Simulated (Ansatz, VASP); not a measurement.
**Si: VASP beside Ansatz**

```
Si
1.0
    -2.25100    2.36850    1.27500
     2.25100   -2.36850    1.27500
     2.25100    2.36850   -1.27500
Si
2
Cartesian
  0.0000 1.1843 1.4204
  2.2510 1.1843 -0.1453
```

Alike in both runs: task electric field gradients; functional PBE; k mesh 16 × 16 × 16; occupations fermi-dirac, width 0.05 eV; no spin polarisation.

|  | VASP | Ansatz |
| --- | --- | --- |
| version | VASP 6.6.1 | Ansatz 0.2.0 |
| potentials or method | VASP PAW PBE potentials, release 64 (Si), cutoff 520 eV | PAW with Ansatz's default frozen-core files, scalar-relativistic |
| valence electrons in the cell | 8 | 8 |

|  | VASP | Ansatz | Ansatz less VASP |
| --- | --- | --- | --- |
| pressure (GPa) | 15.7 | 15.8 | +0.09 |
| traceless stress, the component that is largest in VASP (GPa) | 1.69 | 1.70 | +0.010 |
| size of Vzz on the site where it differs most (V/Å²) | 26.3 | 26.0 | -0.25 |
